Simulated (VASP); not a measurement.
# BaZrO3 (Pm-3m) in VASP: a series of runs

BaZrO3 is run at these levels: PBE; tasks: single point.

Everything below comes from runs of VASP 6.6.1. Logs are shortened: lines on timing, memory, paths and dates and some standing lists are left out, and cuts for length are marked.

## (1) The cell of the first run

The structure is cubic, space group Pm-3m (No. 221). Conventional cell: a = 4.205 Å, b = 4.205 Å, c = 4.205 Å, α = 90.00°, β = 90.00°, γ = 90.00°. Within 3.9 Å of Ba (site symmetry m-3m) lie 12 O at 2.97 Å and 8 Zr at 3.64 Å. Within 2.8 Å of Zr (site symmetry m-3m) lie 6 O at 2.10 Å. Within 2.8 Å of O (site symmetry 4/mmm) lie 2 Zr at 2.10 Å.

## (2) Single point, PBE, non-collinear spin, zero start, spin-orbit coupling

INCAR reads:

```
PREC     = Accurate       # precision mode
ENCUT    = 520            # plane-wave cutoff, eV
EDIFF    = 1E-6           # SCF threshold, eV
ISMEAR   = 0              # smearing method
SIGMA    = 0.01           # smearing width, eV
LREAL    = F              # projectors in reciprocal space
LASPH    = T              # aspherical terms in the spheres
NELM     = 150            # most SCF steps
ALGO     = Normal         # electronic algorithm
ISIF     = 2              # what is computed and relaxed
LWAVE    = F              # write WAVECAR
LCHARG   = F              # write CHGCAR
MAGMOM   = 0 0 0 0 0 0 0 0 0 0 0 0 0 0 0 # initial moments
LORBIT   = 11             # projections on sites
LSORBIT  = T              # spin-orbit coupling
GGA_COMPAT= F            
LORBMOM  = T            
LMAXMIX  = 4              # l up to which the mixer works
GGA      = PE             # functional
NBANDS   = 55             # bands
```

KPOINTS reads:

```
regular mesh
0
Gamma
  6 6 6
```

POSCAR reads:

```
BaZrO3
1.0
    4.2053549142      0.0000000000      0.0000000000
    0.0000000000      4.2053549142      0.0000000000
    0.0000000000      0.0000000000      4.2053549142
Ba Zr O
1 1 3
Direct
    0.0000000000      0.0000000000      0.0000000000
    0.5000000000      0.5000000000      0.5000000000
    0.5000000000      0.5000000000      0.0000000000
    0.5000000000      0.0000000000      0.5000000000
    0.0000000000      0.5000000000      0.5000000000
```

Potentials or basis: VASP PAW PBE potentials, release 64 (Ba_sv, Zr_sv, O).

The run is started by

```console
$ cat potpaw_PBE.64/Ba_sv/POTCAR potpaw_PBE.64/Zr_sv/POTCAR potpaw_PBE.64/O/POTCAR > POTCAR
$ mpirun -np 1 vasp_ncl > vasp.out
```

OUTCAR:

```text
PREC = Accurate
   ENCUT = 520
   EDIFF = 1E-6
   ISMEAR = 0
   LREAL = F
   LASPH = T
   NELM = 150
   ISIF = 2
   LORBIT = 11
   LSORBIT = T
   GGA = PE

 ion  position               nearest neighbor table
   1  0.000  0.000  0.000-   3 2.97   4 2.97   5 2.97   4 2.97   5 2.97   3 2.97   5 2.97   5 2.97
                             3 2.97   4 2.97   4 2.97   3 2.97   2 3.64   2 3.64   2 3.64   2 3.64
   2  0.500  0.500  0.500-   3 2.10   4 2.10   5 2.10   3 2.10   4 2.10   5 2.10   1 3.64   1 3.64
                             1 3.64   1 3.64   1 3.64   1 3.64   1 3.64   1 3.64
   3  0.500  0.500  0.000-   2 2.10   2 2.10   1 2.97   1 2.97   1 2.97   1 2.97
   4  0.500  0.000  0.500-   2 2.10   2 2.10   1 2.97   1 2.97   1 2.97   1 2.97
   5  0.000  0.500  0.500-   2 2.10   2 2.10   1 2.97   1 2.97   1 2.97   1 2.97

  LATTYP: Found a simple cubic cell.
 ALAT       =     4.2053549142

  Lattice vectors:

 A1 = (   4.2053549142,   0.0000000000,   0.0000000000)
 A2 = (   0.0000000000,   4.2053549142,   0.0000000000)
 A3 = (   0.0000000000,   0.0000000000,   4.2053549142)

Analysis of symmetry for initial positions (statically):
=====================================================================
 Subroutine PRICEL returns:
 Original cell was already a primitive cell.

 Routine SETGRP: Setting up the symmetry group for a
 simple cubic supercell.

 Subroutine GETGRP returns: Found 48 space group operations
 (whereof 48 operations were pure point group operations)
 out of a pool of 48 trial point group operations.

The static configuration has the point symmetry O_h .

Analysis of symmetry for dynamics (positions and initial velocities):
=====================================================================
 Subroutine PRICEL returns:
 Original cell was already a primitive cell.

 Routine SETGRP: Setting up the symmetry group for a
 simple cubic supercell.

 Subroutine GETGRP returns: Found 48 space group operations
 (whereof 48 operations were pure point group operations)
 out of a pool of 48 trial point group operations.

The dynamic configuration has the point symmetry O_h .

Analysis of structural, dynamic, and magnetic symmetry:
=====================================================================
 Subroutine PRICEL returns:
 Original cell was already a primitive cell.

 Routine SETGRP: Setting up the symmetry group for a
 simple cubic supercell.

 Subroutine GETGRP returns: Found 48 space group operations
 (whereof 48 operations were pure point group operations)
 out of a pool of 48 trial point group operations.

The overall configuration has the point symmetry O_h .

 Subroutine INISYM returns: Found 48 space group operations
 (whereof 48 operations are pure point group operations),
 and found     1 'primitive' translations

----------------------------------------------------------------------------------------

                                     Primitive cell

  volume of cell :      74.3717

  direct lattice vectors                    reciprocal lattice vectors
     4.205354914  0.000000000  0.000000000     0.237792058  0.000000000  0.000000000
     0.000000000  4.205354914  0.000000000     0.000000000  0.237792058  0.000000000
     0.000000000  0.000000000  4.205354914     0.000000000  0.000000000  0.237792058

  length of vectors
     4.205354914  4.205354914  4.205354914     0.237792058  0.237792058  0.237792058

  position of ions in fractional coordinates (direct lattice)
     0.000000000  0.000000000  0.000000000
     0.500000000  0.500000000  0.500000000
     0.500000000  0.500000000  0.000000000
     0.500000000  0.000000000  0.500000000
     0.000000000  0.500000000  0.500000000

  ion indices of the primitive-cell ions
   primitive index   ion index
                 1           1
                 2           2
                 3           3
                 4           4
                 5           5

----------------------------------------------------------------------------------------

[... 119 lines left out ...]
 cond. band min:       6.8566756285   @ k =   0.0000   0.0000   0.0000
 fundamental gap:      3.1328233274
 Fermi energy:         3.8102026611

 k-point     1 :       0.0000    0.0000    0.0000
  band No.  band energies     occupation
      1     -43.3652      1.00000
      2     -43.3652      1.00000
      3     -22.6469      1.00000
      4     -22.6469      1.00000
      5     -21.6301      1.00000
      6     -21.6301      1.00000
[... 1089 lines left out ...]
     51      10.6986      0.00000
     52      10.6986      0.00000
 [bands above 52 left out]

------------------------ aborting loop because EDIFF is reached ----------------------------------------

  FORCE on cell =-STRESS in cart. coord.  units (eV):
  Direction    XX          YY          ZZ          XY          YZ          ZX
  --------------------------------------------------------------------------------------
  -------------------------------------------------------------------------------------
  Total        1.5796876      1.5796876      1.5796876     -0.0000000     -0.0000000     -0.0000000
  in kB       34.0309305     34.0309305     34.0309305     -0.0000000     -0.0000000     -0.0000000
  external PRESSURE =      34.0309305 kB  Pullay stress =       0.0000000 kB

 VOLUME and BASIS-vectors are now :
 -----------------------------------------------------------------------------
  energy-cutoff  :      520.00
  volume of cell :       74.37
      direct lattice vectors                 reciprocal lattice vectors
     4.205354914  0.000000000  0.000000000     0.237792058  0.000000000  0.000000000
     0.000000000  4.205354914  0.000000000     0.000000000  0.237792058  0.000000000
     0.000000000  0.000000000  4.205354914     0.000000000  0.000000000  0.237792058

 POSITION                                       TOTAL-FORCE (eV/Angst)
 -----------------------------------------------------------------------------------
      0.00000      0.00000      0.00000         0.000000      0.000000      0.000000
      2.10268      2.10268      2.10268         0.000000      0.000000      0.000000
      2.10268      2.10268      0.00000         0.000000      0.000000      0.000000
      2.10268      0.00000      2.10268         0.000000      0.000000      0.000000
      0.00000      2.10268      2.10268         0.000000      0.000000      0.000000
 -----------------------------------------------------------------------------------
    total drift:                                0.000000     -0.000000     -0.000000

  FREE ENERGIE OF THE ION-ELECTRON SYSTEM (eV)
  ---------------------------------------------------
  free  energy   TOTEN  =       -41.9654766716 eV

  energy  without entropy=      -41.9654766716  energy(sigma->0) =      -41.96547667

 orbital moment (x)

 # of ion     p       d       tot
 ----------------------------------------
  1         0.000  -0.000  -0.000
  2        -0.000   0.000   0.000
  3         0.000   0.000   0.000
  4         0.000   0.000   0.000
  5         0.000   0.000   0.000
 ----------------------------------------
           -0.000   0.000   0.000

 orbital moment (y)

 # of ion     p       d       tot
 ----------------------------------------
  1         0.000  -0.000  -0.000
  2         0.000  -0.000  -0.000
  3         0.000   0.000   0.000
  4         0.000   0.000   0.000
  5         0.000   0.000   0.000
 ----------------------------------------
            0.000  -0.000  -0.000

 orbital moment (z)

 # of ion     p       d       tot
 ----------------------------------------
  1         0.000   0.000   0.000
  2         0.000   0.000   0.000
  3         0.000   0.000   0.000
  4         0.000   0.000   0.000
  5        -0.000   0.000  -0.000
 ----------------------------------------
           -0.000   0.000   0.000

 Spin-Orbit-Coupling matrix elements

 Ion:    1  E_soc:     -0.3844879
 l=   1
     0.0000000    -0.0639404    -0.0639404
    -0.0639404     0.0000000    -0.0639404
    -0.0639404    -0.0639404     0.0000000
 l=   2
     0.0000000    -0.0000319     0.0000000    -0.0000319    -0.0001091
    -0.0000319     0.0000000    -0.0000818    -0.0000319    -0.0000273
     0.0000000    -0.0000818     0.0000000    -0.0000818     0.0000000
    -0.0000319    -0.0000319    -0.0000818     0.0000000    -0.0000273
    -0.0001091    -0.0000273     0.0000000    -0.0000273     0.0000000
 l=   3
     0.0000000     0.0000000     0.0000000     0.0000000     0.0000000     0.0000000     0.0000000
     0.0000000     0.0000000     0.0000000     0.0000000     0.0000000     0.0000000     0.0000000
     0.0000000     0.0000000     0.0000000     0.0000000     0.0000000     0.0000000     0.0000000
     0.0000000     0.0000000     0.0000000     0.0000000     0.0000000     0.0000000     0.0000000
[... 69 lines left out ...]
 l=   2
     0.0000000     0.0000000     0.0000000     0.0000000     0.0000000
     0.0000000     0.0000000     0.0000000     0.0000000     0.0000000
     0.0000000     0.0000000     0.0000000     0.0000000     0.0000000
     0.0000000     0.0000000     0.0000000     0.0000000     0.0000000
     0.0000000     0.0000000     0.0000000     0.0000000     0.0000000
 l=   3
     0.0000000     0.0000000     0.0000000     0.0000000     0.0000000     0.0000000     0.0000000
     0.0000000     0.0000000     0.0000000     0.0000000     0.0000000     0.0000000     0.0000000
     0.0000000     0.0000000     0.0000000     0.0000000     0.0000000     0.0000000     0.0000000
     0.0000000     0.0000000     0.0000000     0.0000000     0.0000000     0.0000000     0.0000000
     0.0000000     0.0000000     0.0000000     0.0000000     0.0000000     0.0000000     0.0000000
     0.0000000     0.0000000     0.0000000     0.0000000     0.0000000     0.0000000     0.0000000
     0.0000000     0.0000000     0.0000000     0.0000000     0.0000000     0.0000000     0.0000000

 total charge

# of ion       s       p       d       tot
------------------------------------------
    1        2.001   5.632   0.266   7.899
    2        2.197   6.084   1.418   9.699
    3        1.561   3.482   0.000   5.043
    4        1.561   3.482   0.000   5.043
    5        1.561   3.482   0.000   5.043
--------------------------------------------------
tot          8.882  22.161   1.684  32.727

 magnetization (x)

# of ion       s       p       d       tot
------------------------------------------
    1       -0.000  -0.000   0.000   0.000
    2       -0.000   0.000  -0.000  -0.000
    3       -0.000   0.000   0.000   0.000
    4       -0.000   0.000   0.000   0.000
    5        0.000  -0.000   0.000  -0.000
--------------------------------------------------
tot         -0.000   0.000   0.000   0.000

 magnetization (y)

# of ion       s       p       d       tot
------------------------------------------
    1        0.000   0.000  -0.000  -0.000
    2       -0.000   0.000   0.000   0.000
    3        0.000  -0.000   0.000  -0.000
    4        0.000  -0.000   0.000  -0.000
    5       -0.000  -0.000   0.000  -0.000
--------------------------------------------------
tot          0.000  -0.000  -0.000  -0.000

 magnetization (z)

# of ion       s       p       d       tot
------------------------------------------
    1       -0.000   0.000   0.000   0.000
    2        0.000   0.000   0.000   0.000
    3       -0.000  -0.000   0.000  -0.000
    4        0.000   0.000   0.000   0.000
    5        0.000   0.000   0.000   0.000
--------------------------------------------------
tot          0.000   0.000   0.000   0.000
```

It took 4.2 min on 1 thread of Intel Xeon 8259CL, shared host; peak memory 0.38 GiB.

Results:

```yaml
Free_energy: -41.9655 eV
Pressure: 3.4 GPa
Net_moment: 0.00 μB per cell
Valence_electrons_inside_the_program's_atomic_spheres: Ba 7.90; Zr 9.70; O 5.04
```

Moments on the atoms (μB; x, y, z):
```
Ba  0.00 0.00 0.00
Zr  0.00 0.00 0.00
O   0.00 0.00 0.00
O   0.00 0.00 0.00
O   0.00 0.00 0.00
```

## (3) Single point, PBE

This run uses another cell than the first one, of 15.11 Å³/atom, 1.016 times its volume.

INCAR reads:

```
PREC = Accurate
ENCUT = 910
EDIFF = 1E-6
ISMEAR = -1
SIGMA = 0.02
LREAL = False
LASPH = True
NELM = 120
ALGO = Normal
ISIF = 2
LWAVE = False
LCHARG = False
GGA = PE
NBANDS = 28
GGA_COMPAT = False
```

KPOINTS is that of step 2.

Edit POSCAR of step 2 so:

```diff
@@ -2,5 +2,5 @@
 1.0
-    4.2053549142      0.0000000000      0.0000000000
-    0.0000000000      4.2053549142      0.0000000000
-    0.0000000000      0.0000000000      4.2053549142
+    4.2272580619      0.0000000000      0.0000000000
+    0.0000000000      4.2272580619      0.0000000000
+    0.0000000000      0.0000000000      4.2272580619
 Ba Zr O
```

Potentials or basis: VASP PAW PBE potentials, release 64 (Ba_sv, Zr_sv, O_h).

The run is started by

```console
$ cat potpaw_PBE.64/Ba_sv/POTCAR potpaw_PBE.64/Zr_sv/POTCAR potpaw_PBE.64/O_h/POTCAR > POTCAR
$ mpirun -np 1 vasp_std > vasp.out
```

OUTCAR:

```text
PREC = Accurate
   ENCUT = 910
   EDIFF = 1E-6
   ISMEAR = -1
   LREAL = False
   LASPH = True
   NELM = 120
   ISIF = 2
   GGA = PE

 ion  position               nearest neighbor table
   1  0.000  0.000  0.000-   3 2.99   4 2.99   5 2.99   4 2.99   5 2.99   3 2.99   5 2.99   5 2.99
                             3 2.99   4 2.99   4 2.99   3 2.99   2 3.66   2 3.66   2 3.66   2 3.66
   2  0.500  0.500  0.500-   3 2.11   4 2.11   5 2.11   3 2.11   4 2.11   5 2.11   1 3.66   1 3.66
                             1 3.66   1 3.66   1 3.66   1 3.66   1 3.66   1 3.66
   3  0.500  0.500  0.000-   2 2.11   2 2.11   1 2.99   1 2.99   1 2.99   1 2.99
   4  0.500  0.000  0.500-   2 2.11   2 2.11   1 2.99   1 2.99   1 2.99   1 2.99
[... 819 lines left out ...]
  Total        0.3295695      0.3295695      0.3295695     -0.0000000     -0.0000000      0.0000000
  in kB        6.9900672      6.9900672      6.9900672     -0.0000000     -0.0000000      0.0000000
  external PRESSURE =       6.9900672 kB  Pullay stress =       0.0000000 kB

 VOLUME and BASIS-vectors are now :
 -----------------------------------------------------------------------------
  energy-cutoff  :      910.00
  volume of cell :       75.54
      direct lattice vectors                 reciprocal lattice vectors
     4.227258062  0.000000000  0.000000000     0.236559960  0.000000000  0.000000000
     0.000000000  4.227258062  0.000000000     0.000000000  0.236559960  0.000000000
     0.000000000  0.000000000  4.227258062     0.000000000  0.000000000  0.236559960

 POSITION                                       TOTAL-FORCE (eV/Angst)
 -----------------------------------------------------------------------------------
      0.00000      0.00000      0.00000         0.000000      0.000000      0.000000
      2.11363      2.11363      2.11363         0.000000      0.000000      0.000000
      2.11363      2.11363      0.00000         0.000000      0.000000      0.000000
      2.11363      0.00000      2.11363         0.000000      0.000000      0.000000
      0.00000      2.11363      2.11363         0.000000      0.000000      0.000000
 -----------------------------------------------------------------------------------
    total drift:                                0.000000     -0.000000     -0.000000

  FREE ENERGIE OF THE ION-ELECTRON SYSTEM (eV)
  ---------------------------------------------------
  free  energy   TOTEN  =       -41.7453281083 eV

  energy  without entropy=      -41.7453281083  energy(sigma->0) =      -41.74532811
```

stdout:

```text
POSCAR found type information on POSCAR BaZrO
 POSCAR found :  3 types and       5 ions
 scaLAPACK will be used
 LDA part: xc-table for (Slater+PW92), standard interpolation
 POSCAR, INCAR and KPOINTS ok, starting setup
 FFT: planning ... GRIDC
 FFT: planning ... GRID_SOFT
 FFT: planning ... GRID
 WAVECAR not read
 entering main loop
```

Wall time 51 s (1 thread of Intel Xeon 6975P-C (Granite Rapids), shared host); peak memory 0.31 GiB.

Results:

```yaml
Free_energy: -41.7453 eV
Pressure: 0.7 GPa
Band_gap_on_the_k_mesh: 3.14 eV, indirect (least direct gap 3.39 eV)
```

Caveat: the cutoff is under 1.25 times the usual one of these potentials, so pressure, stress and relaxed cells hold a basis-set (Pulay) error; spin-orbit coupling is left out, which moves the levels of the heavy elements.

## (4) Single point, PBE

INCAR reads:

```
SYSTEM = BaZrO3
ALGO     = Normal         ! electronic algorithm
EDIFF    = 1E-6           ! SCF threshold, eV
ENCUT    = 910            ! plane-wave cutoff, eV
GGA      = PE             ! functional
GGA_COMPAT= .False.      
ISIF     = 2              ! what is computed and relaxed
ISMEAR   = -1             ! smearing method
LASPH    = .True.         ! aspherical terms in the spheres
LCHARG   = .True.         ! write CHGCAR
LELF     = .True.         ! ELF
LREAL    = .False.        ! projectors in reciprocal space
LVHAR    = .True.       
LWAVE    = .False.        ! write WAVECAR
NBANDS   = 28             ! bands
NELM     = 120            ! most SCF steps
PREC     = Accurate       ! precision mode
SIGMA    = 0.02           ! smearing width, eV
```

KPOINTS reads:

```
k-points
0
Gamma
  6 6 6
  0 0 0
```

Edit POSCAR of step 3 so:

```diff
@@ -2,5 +2,5 @@
 1.0
-    4.2272580619      0.0000000000      0.0000000000
-    0.0000000000      4.2272580619      0.0000000000
-    0.0000000000      0.0000000000      4.2272580619
+    4.2053549142      0.0000000000      0.0000000000
+    0.0000000000      4.2053549142      0.0000000000
+    0.0000000000      0.0000000000      4.2053549142
 Ba Zr O
```

The run is started by

```console
$ cat potpaw_PBE.64/Ba_sv/POTCAR potpaw_PBE.64/Zr_sv/POTCAR potpaw_PBE.64/O_h/POTCAR > POTCAR
$ mpirun -np 1 vasp_std > vasp.out
```

Wall time 96 s (1 thread of AMD EPYC 7R43 (Zen 3), shared host); peak memory 0.28 GiB.

Results (log left out):

```
Free energy            : -41.7288 eV
Pressure               : 3.2 GPa
Band gap on the k mesh : 3.17 eV, indirect (least direct gap 3.40 eV)
```

Levels at points of the mesh, in eV from the valence-band top:
| k point | band 17 | band 18 | band 19 | band 20 | band 21 | band 22 | band 23 | band 24 |
| --- | --- | --- | --- | --- | --- | --- | --- | --- |
| (0.00, 0.00, 0.00) | -0.97 | -0.23 | -0.23 | -0.23 | 3.17 | 3.17 | 3.17 | 4.65 |
| (0.50, 0.00, 0.00) | -1.72 | -1.65 | -0.46 | -0.46 | 3.61 | 5.65 | 5.65 | 6.40 |
| (0.50, 0.50, 0.00) | -0.93 | -0.93 | -0.81 | -0.08 | 5.62 | 5.62 | 6.40 | 6.44 |
| (0.50, 0.50, 0.50) | -2.53 | 0.00 | 0.00 | 0.00 | 5.94 | 5.94 | 5.94 | 6.92 |

Caveat: the cutoff is under 1.25 times the usual one of these potentials, so pressure, stress and relaxed cells hold a basis-set (Pulay) error; spin-orbit coupling is left out, which moves the levels of the heavy elements. A k mesh can miss the band edges.

## (5) Overview

```tsv
potentials or basis	spin	cell	cutoff (eV)	smearing	second run	gap on the mesh (eV)	pressure (GPa)
VASP PAW PBE potentials, release 64 (Ba_sv, Zr_sv, O)	non-collinear, zero start, SOC	a = 4.205 Å, 5 atoms	520	gaussian 0.01 eV	-	-	3.4
VASP PAW PBE potentials, release 64 (Ba_sv, Zr_sv, O_h)	off	a = 4.227 Å, 5 atoms	910	fermi-dirac 0.02 eV	hard_potentials	3.14	0.7
VASP PAW PBE potentials, release 64 (Ba_sv, Zr_sv, O_h)	off	a = 4.205 Å, 5 atoms	910	fermi-dirac 0.02 eV	hard_potentials	3.17	3.2
```

Alike in all rows: task single point; level PBE; k mesh 6 × 6 × 6.

Caveats: the cutoff is under 1.25 times the usual one of these potentials, so pressure, stress and relaxed cells hold a basis-set (Pulay) error (some runs); spin-orbit coupling is left out, which moves the levels of the heavy elements (some runs).

Absolute energies hang on the potentials; compare differences alone.
